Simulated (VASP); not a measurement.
Wanted: the native input for a VASP 6.6.1 run.

| Item | Value |
| --- | --- |
| Task | single point |
| Functional | PBEsol |
| Potentials or basis | VASP PAW PBE potentials, release 64 (Ti_sv, Al) |
| Cutoff | 520 eV |
| k mesh | 6 × 6 × 6 |
| Occupations | gaussian, width 0.1 eV |
| Spin | no spin polarisation |
| Dipole correction | no |
| Further INCAR settings | ALGO = Normal; EDIFF = 1e-07; NBANDS = 14 |

The structure of TiAl (km) lies in POSCAR:

```
TiAl
1.0
    3.1557967821      0.0000000000      0.0000000000
    0.0000000000      3.1557967821      0.0000000000
    0.0000000000      0.0000000000      3.1557967821
Ti Al
1 1
Direct
    0.0000000000      0.0000000000      0.0000000000
    0.5000000000      0.5000000000      0.5000000000
```

These files were run (other wordings do the same):

INCAR

```
PREC     = Accurate       # precision mode
ENCUT    = 520            # plane-wave cutoff, eV
EDIFF    = 1E-7           # SCF threshold, eV
ISMEAR   = 0              # smearing method
SIGMA    = 0.1            # smearing width, eV
LREAL    = F              # projectors in reciprocal space
LASPH    = T              # aspherical terms in the spheres
NELM     = 60             # most SCF steps
ALGO     = Normal         # electronic algorithm
ISIF     = 2              # what is computed and relaxed
LWAVE    = F              # write WAVECAR
LCHARG   = F              # write CHGCAR
GGA      = PS             # functional
NBANDS   = 14             # bands
```

KPOINTS

```
Automatic mesh
0
Gamma
  6 6 6
```

Potentials or basis: VASP PAW PBE potentials, release 64 (Ti_sv, Al).

Launch:

```sh
$ cat potpaw_PBE.64/Ti_sv/POTCAR potpaw_PBE.64/Al/POTCAR > POTCAR
$ mpirun -np 1 vasp_std > vasp.out
```

Results of the run:

- Pressure: -0.1 GPa

Caveat: the PAW data sets were made with another functional, which shifts forces and pressure a little.

Wall time 8 s on 1 thread of AMD EPYC 7R13 Processor (Zen 3) (shared host), peak memory 0.11 GiB.
